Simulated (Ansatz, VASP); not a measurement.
# PtS2 in VASP and in Ansatz

The input INCAR:

```
  PREC = Accurate
  ENCUT = 520
  EDIFF = 1E-7
  ISMEAR = 0
  SIGMA = 0.05
  LREAL = F
  LASPH = T
  NELM = 60
  ALGO = Normal
  ISIF = 2
  LWAVE = F
  LCHARG = F
  GGA = PE
  NBANDS = 18
```

KPOINTS

```
regular mesh
0
Gamma
  12 12 8
```

POSCAR

```
PtS2
1.0
    3.5431994758      0.0000000000      0.0000000000
   -1.7715997379      3.0685007567      0.0000000000
    0.0000000000      0.0000000000      5.0388000000
Pt S
1 2
Direct
    0.0000000000      0.0000000000      0.0000000000
    0.3376994589      0.7318450765      0.2500000000
    0.6666666667      0.3333333333      0.7500000000
```

Input for Ansatz:

```yaml
crystal:
  lattice:
    - [3.5431994758, 0.0, 0.0]
    - [-1.7715997379, 3.0685007567, 0.0]
    - [0.0, 0.0, 5.0388]
  atoms:
    - { symbol: Pt, position: [0.0, 0.0, 0.0] }
    - { symbol: S, position: [0.3376994589, 0.7318450765, 0.25] }
    - { symbol: S, position: [0.6666666667, 0.3333333333, 0.75] }
basis:
  ecutwfc: 420
kpoints:
  mp_grid: { grid: [12, 12, 8] }
hamiltonian:
  xc: pbe
scf:
  occupations: { method: gaussian, width: 0.05 }
output:
  forces: true
  stress: true
  eigenvalues: true
```

Alike in both runs: task single point; functional PBE; k mesh 12 × 12 × 8; occupations gaussian, width 0.05 eV; no spin polarisation.

```csv
,VASP,Ansatz
version,VASP 6.6.1,Ansatz 0.2.0
potentials or method,"VASP PAW PBE potentials, release 64 (Pt, S), cutoff 520 eV","scalar-relativistic, plane waves, PAW"
valence electrons in the cell,22,30
```

Ansatz gave:

```
gap on the k mesh at the Fermi level (eV)                     : 0.37
least direct gap on the mesh (eV)                             : 0.50
pressure (GPa)                                                : 4.3
traceless stress, the component that is largest in VASP (GPa) : -5.32
rms of the force components (eV/Å)                            : 0.906
```

Problem. Which values does VASP return?

Solution. gap on the k mesh at the Fermi level (eV): 0.38; least direct gap on the mesh (eV): 0.51; pressure (GPa): 3.9; traceless stress, the component that is largest in VASP (GPa): -5.28; rms of the force components (eV/Å): 0.903.

Atom by atom the forces differ by 0.020 eV/Å (rms over components). VASP's potentials hold 22 valence electrons a cell and Ansatz's 30, so a difference there can come from the potentials and not from the codes.

Spin-orbit coupling is off throughout.
